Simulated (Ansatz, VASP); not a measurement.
ZrS: VASP beside Ansatz

The input INCAR:

```
PREC = Accurate
ENCUT = 520
EDIFF = 1E-6
ISMEAR = 0
SIGMA = 0.15
LREAL = False
LASPH = True
NELM = 100
ALGO = Normal
ISIF = 2
LWAVE = False
LCHARG = False
GGA = CA
NBANDS = 16
```

KPOINTS

```
Automatic mesh
0
Gamma
  16 16 16
```

The input POSCAR:

```
ZrS
1.0
    0.0000000000      2.5671447250      2.5671447250
    2.6870303837      0.0000000000      2.5671447250
    2.6870303837      2.5671447250      0.0000000000
Zr S
1 1
Direct
   -0.0110205862      0.0110205862      0.0110205862
    0.5313577958      0.4686422042      0.4686422042
```

Input for Ansatz:

```yaml
crystal:
  lattice:
    - [0.0, 2.567144725, 2.567144725]
    - [2.6870303837, 0.0, 2.567144725]
    - [2.6870303837, 2.567144725, 0.0]
  atoms:
    - { symbol: Zr, position: [-0.0110205862, 0.0110205862, 0.0110205862] }
    - { symbol: S, position: [0.5313577958, 0.4686422042, 0.4686422042] }
basis:
  ecutwfc: 420
kpoints:
  mp_grid: { grid: [16, 16, 16] }
hamiltonian:
  xc: lda
  pseudopotentials: { kind: paw, azcp: { folder: soft_1 } }
scf:
  occupations: { method: gaussian, width: 0.15 }
output:
  forces: true
  stress: true
  eigenvalues: true
```

Change from the starting cell: mode 4 frozen in at -0.161 Å, normal strain along x +0.0467.

Alike in both runs: task single point; functional LDA; k mesh 16 × 16 × 16; occupations gaussian, width 0.15 eV; no spin polarisation.

|  | VASP | Ansatz |
| --- | --- | --- |
| version | VASP 6.6.1 | Ansatz 0.2.0 |
| potentials or method | VASP PAW LDA potentials, release 64 (Zr_sv, S), cutoff 520 eV | scalar-relativistic, plane waves, PAW |
| valence electrons in the cell | 18 | 18 |

Ansatz gave:

| Quantity | Value |
| --- | --- |
| gap on the k mesh at the Fermi level (eV) | none |
| pressure (GPa) | -3.3 |
| traceless stress, the component that is largest in VASP (GPa) | -0.79 |
| rms of the force components (eV/Å) | 0.465 |

Which values does VASP return?

gap on the k mesh at the Fermi level (eV): none; pressure (GPa): -3.2; traceless stress, the component that is largest in VASP (GPa): -0.81; rms of the force components (eV/Å): 0.472.

Ansatz warns that its potentials were made for another functional, while VASP's fit it. LDA's correlation is that of Perdew and Zunger in VASP and of Perdew and Wang (1992) in Ansatz. Atom by atom the forces differ by 0.007 eV/Å (rms over components). A gap of «none» marks a metal or a gap that the smearing closes.
